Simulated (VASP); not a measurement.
Write the native input for VASP 6.6.1 that does the following.

```
Task                   : single point
Functional             : PBE
Potentials or basis    : VASP PAW PBE potentials, release 64 (Ba_sv, Zr_sv, O)
Cutoff                 : 520 eV
k mesh                 : 6 × 6 × 6
Occupations            : gaussian, width 0.05 eV
Spin                   : no spin polarisation
Dipole correction      : no
Further INCAR settings : ALGO = Normal; EDIFF = 1e-06; NBANDS = 28
```

The structure of BaZrO3 lies in POSCAR:

```
BaZrO3
1.0
    4.1815000000      0.0000000000      0.0000000000
    0.0000000000      4.1815000000      0.0000000000
    0.0000000000      0.0000000000      4.1815000000
Ba Zr O
1 1 3
Direct
    0.5000000000      0.4521702738      0.4521702738
    0.0000000000      0.0000000000      0.0000000000
    0.5000000000      0.0000000000      0.0000000000
    0.0000000000      0.5000000000      0.0000000000
    0.0000000000      0.0000000000      0.5000000000
```

This cell differs from its parent crystal: atom 1 (Ba) moved by (-0.200, -0.200) A along y and z.

The input as run:

INCAR

```
ALGO = Normal
EDIFF = 1E-6
ENCUT = 520
GGA = PE
ISIF = 2
ISMEAR = 0
LASPH = True
LCHARG = True
LELF = True
LREAL = False
LVHAR = True
LWAVE = False
NBANDS = 28
NELM = 80
PREC = Accurate
SIGMA = 0.05
```

KPOINTS

```
k-points
0
Gamma
  6 6 6
```

Potentials or basis: VASP PAW PBE potentials, release 64 (Ba_sv, Zr_sv, O).

Run with:

```sh
$ cat potpaw_PBE.64/Ba_sv/POTCAR potpaw_PBE.64/Zr_sv/POTCAR potpaw_PBE.64/O/POTCAR > POTCAR
$ mpirun -np 1 vasp_std > vasp.out
```

It gave:

- Pressure: 7.9 GPa
- Largest force: 1.356 eV/Å
- Band gap on the k mesh: 3.14 eV, indirect (least direct gap 3.35 eV)

Caveat: the cell differs from its parent crystal (atom 1 (Ba) moved by (-0.200, -0.200) A along y and z); spin-orbit coupling is left out, which moves the levels of the heavy elements; forces of over 1 eV/Å act on the atoms, so gaps and moduli don't describe the material at rest.

It took 50 s on 1 thread of AMD EPYC 9R14 (Zen 4) (shared host), peak memory 0.21 GiB.
